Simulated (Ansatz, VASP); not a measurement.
Two plane-wave programs on Na3TeH

File INCAR:

```
SYSTEM = Na3TeH
PREC = Accurate
ENCUT = 600
EDIFF = 1E-6
ISMEAR = 0
SIGMA = 0.02
LREAL = .False.
LASPH = .True.
NELM = 80
ALGO = Normal
ISIF = 3
LWAVE = .False.
LCHARG = .False.
GGA = PS
IBRION = 2
NSW = 70
EDIFFG = -0.005
```

KPOINTS

```
regular mesh
0
Gamma
  6 6 6
  0 0 0
```

Contents of POSCAR:

```
Na3TeH
1.0
    4.7607848940      0.0000000000      0.0000000000
    0.0000000000      4.7607848940      0.0000000000
    0.0000000000      0.0000000000      4.7607848940
Na Te H
3 1 1
Direct
    0.5000000000      0.0000000000      0.5000000000
    0.0000000000      0.5000000000      0.5000000000
    0.5000000000      0.5000000000      0.0000000000
    0.0000000000      0.0000000000      0.0000000000
    0.5000000000      0.5000000000      0.5000000000
```

Input for Ansatz:

```yaml
crystal:
  lattice:
    - [4.760784894, 0.0, 0.0]
    - [0.0, 4.760784894, 0.0]
    - [0.0, 0.0, 4.760784894]
  atoms:
    - { symbol: Na, position: [0.5, 0.0, 0.5] }
    - { symbol: Na, position: [0.0, 0.5, 0.5] }
    - { symbol: Na, position: [0.5, 0.5, 0.0] }
    - { symbol: Te, position: [0.0, 0.0, 0.0] }
    - { symbol: H, position: [0.5, 0.5, 0.5] }
basis:
  ecutwfc: 420
kpoints:
  mp_grid: { grid: [6, 6, 6] }
hamiltonian:
  xc: pbesol
scf:
  occupations: { method: gaussian, width: 0.02 }
output:
  forces: true
  stress: true
  eigenvalues: true
  write_density: true
  write_potential: true
  elf: true
  volumetric_format: npy
relax:
  adjacent_minimum: "off"
  f_tol: 0.005
  max_steps: 50
  cell: { stress_tol: 0.05 }
```

Alike in both runs: task relaxation of cell and atoms; functional PBEsol; k mesh 6 × 6 × 6; occupations gaussian, width 0.02 eV; no spin polarisation.

```csv
,VASP,Ansatz
version,VASP 6.6.1,Ansatz 0.2.0
potentials or method,"VASP PAW PBE potentials, release 64 (Na_pv, Te, H), cutoff 600 eV","scalar-relativistic, plane waves, PAW"
valence electrons in the cell,28,44
```

```tsv
	VASP	Ansatz	Ansatz less VASP
gap on the k mesh at the Fermi level, each at its own relaxed structure (eV)	2.65	2.66	+0.011
relaxed volume (Å³/atom)	20.85	20.79	-0.057
relaxed cell length with the largest relative difference (Å)	4.706	4.702	-0.0043
```

VASP's potentials were made for PBE, not for PBEsol. VASP's potentials hold 28 valence electrons a cell and Ansatz's 44, so a difference there can come from the potentials and not from the codes.

Neither program's run includes spin-orbit coupling.
